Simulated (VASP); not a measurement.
# CaO (I4/mmm) in VASP: further runs

Aim: see how the results for CaO move with the level of theory and the settings. Levels: PBE, r2SCAN. Tasks: single point.

Everything below comes from runs of VASP 6.6.1. Logs are shortened: lines on timing, memory, paths and dates and some standing lists are left out, and cuts for length are marked.

## Step 1: The cell of the first run

The structure is tetragonal, space group I4/mmm (No. 139). The conventional cell has a = 3.391 Å, b = 3.391 Å, c = 4.555 Å, α = 90.00°, β = 90.00°, γ = 90.00°. Within 3.0 Å of Ca (site symmetry 4/mmm) lie 6 O at 2.28 to 2.40 Å. O (site symmetry 4/mmm) has 6 Ca at 2.28 to 2.40 Å within 3.0 Å.

## Step 2: Single point, PBE (uniaxial z strain -5.0%)

INCAR reads:

```
PREC = Accurate ; ENCUT = 520
EDIFF = 1E-7 ; ISMEAR = -1
SIGMA = 0.02 ; LREAL = False
LASPH = True ; NELM = 60
ALGO = Normal ; ISIF = 2
LWAVE = False ; LCHARG = True
GGA = PE ; LELF = True
LVHAR = True ; NBANDS = 15
```

KPOINTS reads:

```
regular mesh
0
Gamma
  10 10 10
```

POSCAR reads:

```
CaO
1.0
    0.0000000000      2.3975501260      2.2776726197
    2.3975501260      0.0000000000      2.2776726197
    2.3975501260      2.3975501260      0.0000000000
Ca O
1 1
Direct
    0.0000000000      0.0000000000      0.0000000000
    0.5000000000      0.5000000000      0.5000000000
```

Potentials or basis: VASP PAW PBE potentials, release 64 (Ca_sv, O).

Command:

```sh
cat potpaw_PBE.64/Ca_sv/POTCAR potpaw_PBE.64/O/POTCAR > POTCAR
mpirun -np 1 vasp_std > vasp.out
```

OUTCAR:

```text
PREC = Accurate
   ENCUT = 520
   EDIFF = 1E-7
   ISMEAR = -1
   LREAL = False
   LASPH = True
   NELM = 60
   ISIF = 2
   GGA = PE

 ion  position               nearest neighbor table
   1  0.000  0.000  0.000-   2 2.28   2 2.28   2 2.40   2 2.40   2 2.40   2 2.40
   2  0.500  0.500  0.500-   1 2.28   1 2.28   1 2.40   1 2.40   1 2.40   1 2.40

  LATTYP: Found a body centered tetragonal cell.
 ALAT       =     3.3906479047
 C/A-ratio  =     1.3435028843

  Lattice vectors:

 A1 = (   0.0000000000,  -2.3975501260,  -2.2776726197)
 A2 = (   0.0000000000,   2.3975501260,  -2.2776726197)
 A3 = (   2.3975501260,   0.0000000000,   2.2776726197)

Analysis of symmetry for initial positions (statically):
=====================================================================
 Subroutine PRICEL returns:
 Original cell was already a primitive cell.

 Routine SETGRP: Setting up the symmetry group for a
 body centered tetragonal supercell.

 Subroutine GETGRP returns: Found 16 space group operations
 (whereof 16 operations were pure point group operations)
 out of a pool of 16 trial point group operations.

The static configuration has the point symmetry D_4h.

Analysis of symmetry for dynamics (positions and initial velocities):
=====================================================================
 Subroutine PRICEL returns:
 Original cell was already a primitive cell.

 Routine SETGRP: Setting up the symmetry group for a
 body centered tetragonal supercell.

 Subroutine GETGRP returns: Found 16 space group operations
 (whereof 16 operations were pure point group operations)
 out of a pool of 16 trial point group operations.

The dynamic configuration has the point symmetry D_4h.

 Subroutine INISYM returns: Found 16 space group operations
 (whereof 16 operations are pure point group operations),
 and found     1 'primitive' translations

----------------------------------------------------------------------------------------

                                     Primitive cell

  volume of cell :      26.1852

  direct lattice vectors                    reciprocal lattice vectors
     0.000000000  2.397550126  2.277672620    -0.208546213  0.208546213  0.219522330
     2.397550126  0.000000000  2.277672620     0.208546213 -0.208546213  0.219522330
     2.397550126  2.397550126  0.000000000     0.208546213  0.208546213 -0.219522330

  length of vectors
     3.306968275  3.306968275  3.390647905     0.367658944  0.367658944  0.367658944

  position of ions in fractional coordinates (direct lattice)
     0.000000000  0.000000000  0.000000000
     0.500000000  0.500000000  0.500000000

[... 89 lines left out ...]
   EMIN   =  10.00;   EMAX   =-10.00  energy-range for DOS
   EFERMI =   0.00;   METHOD = LEGACY
   ISMEAR =    -1;   SIGMA  =   0.02  broadening in eV -4-tet -1-fermi 0-gaus
   EFERMI_NEDOS =   21; number of points for ismear=-14 and -15
   IALGO  =     38    algorithm
   IMIX   =      4    mixing-type and parameters
     AMIX     =   0.40;   BMIX     =  1.00
     AMIX_MAG =   1.60;   BMIX_MAG =  1.00
  volume/ion in A,a.u.               =      13.09        88.35
  Fermi-wavevector in a.u.,A,eV,Ry     =   1.389193  2.625194 26.257302  1.929857
  Thomas-Fermi vector in A             =   2.513247
   LORBIT       =      0    0 simple, 1 ext, 2 COOP (PROOUT), +10 PAW based schemes
   GGA     = PE    functional components
   LHFCALC =     F    Hartree Fock is set to
   AEXX    =    0.0000 exact exchange contribution
   IVDW    =     0    specifies the selected vdW correction
   LEPSILON=     F    determine dielectric tensor
   LRPA    =     F    only Hartree local field effects (RPA)
 non-spin polarized calculation
  energy-cutoff  :      520.00
  volume of cell :       26.19
 maximum number of plane-waves:       724
 NGX is ok and might be reduce to    28
   NGX = 13   NGY = 13   NGZ = 13

 number of electron      15.9999996 magnetization

 Free energy of the ion-electron system (eV)
  ---------------------------------------------------
  ext. energy  EPLUGINS =         0.00000000
  ---------------------------------------------------
  free energy    TOTEN  =       -12.70783129 eV

  energy without entropy =      -12.70783129  energy(sigma->0) =      -12.70783129

 E-fermi :   3.2303     XC(G=0): -10.7585

 val. band max:        2.8117963567   @ k =   0.0000   0.0000   0.0000
 cond. band min:       6.1896938872   @ k =   0.5000   0.5000   0.0000
 fundamental gap:      3.3778975305
 Fermi energy:         3.2302934285

 k-point     1 :       0.0000    0.0000    0.0000
  band No.  band energies     occupation
      1     -34.6982      2.00000
      2     -15.4235      2.00000
      3     -15.4235      2.00000
      4     -15.4033      2.00000
      5     -12.9597      2.00000
      6       2.6377      2.00000
      7       2.6377      2.00000
      8       2.8118      2.00000
      9       7.7838      0.00000
     10       8.9538      0.00000
     11       8.9538      0.00000
     12       9.3162      0.00000
     13      10.4216      0.00000
     14      11.0555      0.00000
[... 401 lines left out ...]
      2     -16.2985      2.00000
      3     -15.6795      2.00000
      4     -15.6667      2.00000
      5     -12.2296      2.00000
      6       1.0359      2.00000
      7       2.0318      2.00000
      8       2.1260      2.00000
      9       6.9386      0.00000
     10      10.6307      0.00000
     11      11.7352      0.00000
     12      12.0537      0.00000
     13      12.1469      0.00000
     14      14.5674      0.00000
     15      19.4277      0.00000

 [... further k-points ...]

------------------------ aborting loop because EDIFF is reached ----------------------------------------

  FORCE on cell =-STRESS in cart. coord.  units (eV):
  Direction    XX          YY          ZZ          XY          YZ          ZX
  --------------------------------------------------------------------------------------
  -------------------------------------------------------------------------------------
  Total        1.0641800      1.0641800      3.1104428      0.0000000      0.0000000      0.0000000
  in kB       65.1131905     65.1131905    190.3163566      0.0000000      0.0000000      0.0000000
  external PRESSURE =     106.8475792 kB  Pullay stress =       0.0000000 kB

 VOLUME and BASIS-vectors are now :
 -----------------------------------------------------------------------------
  energy-cutoff  :      520.00
  volume of cell :       26.19
      direct lattice vectors                 reciprocal lattice vectors
     0.000000000  2.397550126  2.277672620    -0.208546213  0.208546213  0.219522330
     2.397550126  0.000000000  2.277672620     0.208546213 -0.208546213  0.219522330
     2.397550126  2.397550126  0.000000000     0.208546213  0.208546213 -0.219522330

 POSITION                                       TOTAL-FORCE (eV/Angst)
 -----------------------------------------------------------------------------------
      0.00000      0.00000      0.00000        -0.000000     -0.000000     -0.000000
      2.39755      2.39755      2.27767         0.000000      0.000000      0.000000
 -----------------------------------------------------------------------------------
    total drift:                                0.000000      0.000000      0.000000

  FREE ENERGIE OF THE ION-ELECTRON SYSTEM (eV)
  ---------------------------------------------------
  free  energy   TOTEN  =       -12.7078312856 eV

  energy  without entropy=      -12.7078312856  energy(sigma->0) =      -12.70783129
```

stdout:

```text
POSCAR found type information on POSCAR CaO
 POSCAR found :  2 types and       2 ions
 scaLAPACK will be used
 LDA part: xc-table for (Slater+PW92), standard interpolation
 POSCAR, INCAR and KPOINTS ok, starting setup
 FFT: planning ... GRIDC
 FFT: planning ... GRID_SOFT
 FFT: planning ... GRID
 WAVECAR not read
 entering main loop
```

It took 79 s on 1 thread of AMD EPYC 7R43 (Zen 3), shared host; peak memory 0.15 GiB.

Results:

```yaml
Free_energy: -12.7078 eV
Pressure: 10.7 GPa
Band_gap_on_the_k_mesh: 3.38 eV, indirect (least direct gap 3.90 eV)
```

Caveat: the cell differs from its parent crystal (uniaxial z strain -5.0%). A k mesh can miss the band edges.

## Step 3: Single point, PBE (epitaxial xy strain +4.0%)

INCAR reads:

```
PREC = Accurate
ENCUT = 520
EDIFF = 1E-7
ISMEAR = -1
SIGMA = 0.02
LREAL = F
LASPH = T
NELM = 100
ALGO = Normal
ISIF = 2
LWAVE = F
LCHARG = F
GGA = PE
NBANDS = 15
```

KPOINTS reads:

```
Automatic mesh
0
Gamma
  10 10 10
```

POSCAR reads:

```
CaO
1.0
    0.0000000000      2.4934521310      2.3522183327
    2.4934521310      0.0000000000      2.3522183327
    2.4934521310      2.4934521310      0.0000000000
Ca O
1 1
Direct
    0.0000000000      0.0000000000      0.0000000000
    0.5000000000      0.5000000000      0.5000000000
```

Potentials or basis: VASP PAW PBE potentials, release 64 (Ca_sv, O).

Command:

```sh
cat potpaw_PBE.64/Ca_sv/POTCAR potpaw_PBE.64/O/POTCAR > POTCAR
mpirun -np 1 vasp_std > vasp.out
```

OUTCAR:

```text
PREC = Accurate
   ENCUT = 520
   EDIFF = 1E-7
   ISMEAR = -1
   LREAL = F
   LASPH = T
   NELM = 100
   ISIF = 2
   GGA = PE

 ion  position               nearest neighbor table
   1  0.000  0.000  0.000-   2 2.35   2 2.35   2 2.49   2 2.49   2 2.49   2 2.49
   2  0.500  0.500  0.500-   1 2.35   1 2.35   1 2.49   1 2.49   1 2.49   1 2.49

  LATTYP: Found a body centered tetragonal cell.
 ALAT       =     3.5262738208
 C/A-ratio  =     1.3341098577

  Lattice vectors:

 A1 = (   0.0000000000,  -2.4934521310,  -2.3522183327)
 A2 = (   0.0000000000,   2.4934521310,  -2.3522183327)
 A3 = (   2.4934521310,   0.0000000000,   2.3522183327)

Analysis of symmetry for initial positions (statically):
=====================================================================
 Subroutine PRICEL returns:
 Original cell was already a primitive cell.

 Routine SETGRP: Setting up the symmetry group for a
 body centered tetragonal supercell.

 Subroutine GETGRP returns: Found 16 space group operations
 (whereof 16 operations were pure point group operations)
 out of a pool of 16 trial point group operations.

The static configuration has the point symmetry D_4h.

Analysis of symmetry for dynamics (positions and initial velocities):
=====================================================================
 Subroutine PRICEL returns:
 Original cell was already a primitive cell.

 Routine SETGRP: Setting up the symmetry group for a
 body centered tetragonal supercell.

 Subroutine GETGRP returns: Found 16 space group operations
 (whereof 16 operations were pure point group operations)
 out of a pool of 16 trial point group operations.

The dynamic configuration has the point symmetry D_4h.

 Subroutine INISYM returns: Found 16 space group operations
 (whereof 16 operations are pure point group operations),
 and found     1 'primitive' translations

----------------------------------------------------------------------------------------

                                     Primitive cell

  volume of cell :      29.2489

  direct lattice vectors                    reciprocal lattice vectors
     0.000000000  2.493452131  2.352218333    -0.200525205  0.200525205  0.212565302
     2.493452131  0.000000000  2.352218333     0.200525205 -0.200525205  0.212565302
     2.493452131  2.493452131  0.000000000     0.200525205  0.200525205 -0.212565302

  length of vectors
     3.427861522  3.427861522  3.526273821     0.354407567  0.354407567  0.354407567

  position of ions in fractional coordinates (direct lattice)
     0.000000000  0.000000000  0.000000000
     0.500000000  0.500000000  0.500000000

  ion indices of the primitive-cell ions
   primitive index   ion index
                 1           1
                 2           2

----------------------------------------------------------------------------------------

 KPOINTS: Automatic mesh

Automatic generation of k-mesh.
 Grid dimensions read from file:
 generate k-points for:   10   10   10

 Generating k-lattice:

  Cartesian coordinates                     Fractional coordinates (reciprocal lattice)
    -0.020052521  0.020052521  0.021256530     0.100000000  0.000000000  0.000000000
     0.020052521 -0.020052521  0.021256530     0.000000000  0.100000000  0.000000000
     0.020052521  0.020052521 -0.021256530     0.000000000  0.000000000  0.100000000

  Length of vectors
[... 39 lines left out ...]
   total plane-waves  NPLWV =  21952
   dimension x,y,z NGX =    28 NGY =   28 NGZ =   28
   dimension x,y,z NGXF=    56 NGYF=   56 NGZF=   56
   ions per type =               1   1
   NGX,Y,Z   is equivalent  to a cutoff of  13.58, 13.58, 13.20 a.u.
   NGXF,Y,Z  is equivalent  to a cutoff of  27.16, 27.16, 26.40 a.u.
 SYSTEM =  unknown system
   PREC   = accura    normal or accurate (medium, high low for compatibility)
   ISTART =      0    job   : 0-new  1-cont  2-samecut
   ICHARG =      2    charge: 1-file 2-atom 10-const
   ISPIN  =      1    spin polarized calculation?
   LNONCOLLINEAR =      F non collinear calculations
   LSORBIT =      F    spin-orbit coupling
   LASPH  =      T    aspherical Exc in radial PAW
   ENCUT  =  520.0 eV  38.22 Ry    6.18 a.u.   6.37  6.37  6.56*2*pi/ulx,y,z
   NELM   =    100;   NELMIN=  2; NELMDL= -5     # of ELM steps
   EDIFF  = 0.1E-06   stopping-criterion for ELM
   LREAL  =      F    real-space projection
   EDIFFG = 0.1E-05   stopping-criterion for IOM
   NSW    =      0    number of steps for IOM
   IBRION =     -1    ionic relax: 0-MD 1-quasi-New 2-CG
   NFREE  =      0    steps in history (QN), initial steepest desc. (CG)
   ISIF   =      2    stress and relaxation
   ISYM   =      2    0-nonsym 1-usesym 2-fastsym
   POTIM  = 0.5000    time-step for ionic-motion
   TEBEG  =    0.0;   TEEND  =   0.0 temperature during run
   PSTRESS=    0.0 pullay stress
   NELECT =      16.0000    total number of electrons
   NUPDOWN=      -1.0000    fix difference up-down
   EMIN   =  10.00;   EMAX   =-10.00  energy-range for DOS
   EFERMI =   0.00;   METHOD = LEGACY
   ISMEAR =    -1;   SIGMA  =   0.02  broadening in eV -4-tet -1-fermi 0-gaus
   EFERMI_NEDOS =   21; number of points for ismear=-14 and -15
   IALGO  =     38    algorithm
   IMIX   =      4    mixing-type and parameters
     AMIX     =   0.40;   BMIX     =  1.00
     AMIX_MAG =   1.60;   BMIX_MAG =  1.00
  volume/ion in A,a.u.               =      14.62        98.69
  Fermi-wavevector in a.u.,A,eV,Ry     =   1.338890  2.530135 24.390167  1.792627
  Thomas-Fermi vector in A             =   2.467325
   LORBIT       =      0    0 simple, 1 ext, 2 COOP (PROOUT), +10 PAW based schemes
   GGA     = PE    functional components
   LHFCALC =     F    Hartree Fock is set to
   AEXX    =    0.0000 exact exchange contribution
   IVDW    =     0    specifies the selected vdW correction
   LEPSILON=     F    determine dielectric tensor
   LRPA    =     F    only Hartree local field effects (RPA)
 non-spin polarized calculation
  energy-cutoff  :      520.00
  volume of cell :       29.25
 maximum number of plane-waves:       817
 NGX is ok and might be reduce to    28
   NGX = 13   NGY = 13   NGZ = 13

 number of electron      16.0000005 magnetization

 Free energy of the ion-electron system (eV)
  ---------------------------------------------------
  ext. energy  EPLUGINS =         0.00000000
  ---------------------------------------------------
  free energy    TOTEN  =       -12.77041851 eV

  energy without entropy =      -12.77041851  energy(sigma->0) =      -12.77041851

 E-fermi :   2.5443     XC(G=0): -10.2174

 val. band max:        2.1471675753   @ k =   0.0000   0.0000   0.0000
 cond. band min:       5.5898704420   @ k =   0.5000   0.5000   0.0000
 fundamental gap:      3.4427028667
 Fermi energy:         2.5443453219

 k-point     1 :       0.0000    0.0000    0.0000
  band No.  band energies     occupation
      1     -35.7737      2.00000
      2     -16.5888      2.00000
      3     -16.5888      2.00000
      4     -16.5464      2.00000
      5     -13.3795      2.00000
      6       2.0200      2.00000
      7       2.0200      2.00000
      8       2.1472      2.00000
      9       6.2736      0.00000
     10       8.0578      0.00000
     11       8.0578      0.00000
     12       8.4151      0.00000
     13       9.3248      0.00000
     14       9.9490      0.00000
[... 401 lines left out ...]
      2     -17.1337      2.00000
      3     -16.7640      2.00000
      4     -16.7603      2.00000
      5     -12.8380      2.00000
      6       0.4772      2.00000
      7       1.4323      2.00000
      8       1.5176      2.00000
      9       6.2586      0.00000
     10       9.1538      0.00000
     11      10.4759      0.00000
     12      10.7420      0.00000
     13      10.8409      0.00000
     14      12.9366      0.00000
     15      17.3219      0.00000

 [... further k-points ...]

------------------------ aborting loop because EDIFF is reached ----------------------------------------

  FORCE on cell =-STRESS in cart. coord.  units (eV):
  Direction    XX          YY          ZZ          XY          YZ          ZX
  --------------------------------------------------------------------------------------
  -------------------------------------------------------------------------------------
  Total       -0.9185596     -0.9185596      0.5350937      0.0000000      0.0000000      0.0000000
  in kB      -50.3162434    -50.3162434     29.3110041      0.0000000      0.0000000      0.0000000
  external PRESSURE =     -23.7738276 kB  Pullay stress =       0.0000000 kB

 VOLUME and BASIS-vectors are now :
 -----------------------------------------------------------------------------
  energy-cutoff  :      520.00
  volume of cell :       29.25
      direct lattice vectors                 reciprocal lattice vectors
     0.000000000  2.493452131  2.352218333    -0.200525205  0.200525205  0.212565302
     2.493452131  0.000000000  2.352218333     0.200525205 -0.200525205  0.212565302
     2.493452131  2.493452131  0.000000000     0.200525205  0.200525205 -0.212565302

 POSITION                                       TOTAL-FORCE (eV/Angst)
 -----------------------------------------------------------------------------------
      0.00000      0.00000      0.00000        -0.000000      0.000000      0.000000
      2.49345      2.49345      2.35222         0.000000     -0.000000      0.000000
 -----------------------------------------------------------------------------------
    total drift:                                0.000000      0.000000      0.000000

  FREE ENERGIE OF THE ION-ELECTRON SYSTEM (eV)
  ---------------------------------------------------
  free  energy   TOTEN  =       -12.7704185060 eV

  energy  without entropy=      -12.7704185060  energy(sigma->0) =      -12.77041851
```

stdout:

```text
POSCAR found type information on POSCAR CaO
 POSCAR found :  2 types and       2 ions
 scaLAPACK will be used
 LDA part: xc-table for (Slater+PW92), standard interpolation
 POSCAR, INCAR and KPOINTS ok, starting setup
 FFT: planning ... GRIDC
 FFT: planning ... GRID_SOFT
 FFT: planning ... GRID
 WAVECAR not read
 entering main loop
```

It took 2 min on 1 thread of AMD EPYC 7R43 (Zen 3), shared host; peak memory 0.15 GiB.

What came out:

- Free energy: -12.7704 eV
- Pressure: -2.4 GPa
- Band gap on the k mesh: 3.44 eV, indirect (least direct gap 4.00 eV)

Stress tensor (GPa, compression positive):
```
-5.03  0.00  0.00
 0.00 -5.03  0.00
 0.00  0.00  2.93
```

Levels at points of the mesh, in eV from the valence-band top:
```tsv
k point	band 6	band 7	band 8	band 9	band 10	band 11
(0.00, 0.00, 0.00)	-0.13	-0.13	0.00	4.13	5.91	5.91
(0.50, 0.00, 0.00)	-2.61	-1.21	-1.20	6.72	8.00	8.00
(0.50, 0.50, 0.00)	-1.18	-0.56	-0.56	3.44	7.67	8.52
(0.50, 0.00, 0.50)	-1.50	-0.46	-0.36	3.64	7.49	8.61
```

Caveat: the cell differs from its parent crystal (epitaxial xy strain +4.0%). A k mesh can miss the band edges.

(Part 1 of 2 ends here.)
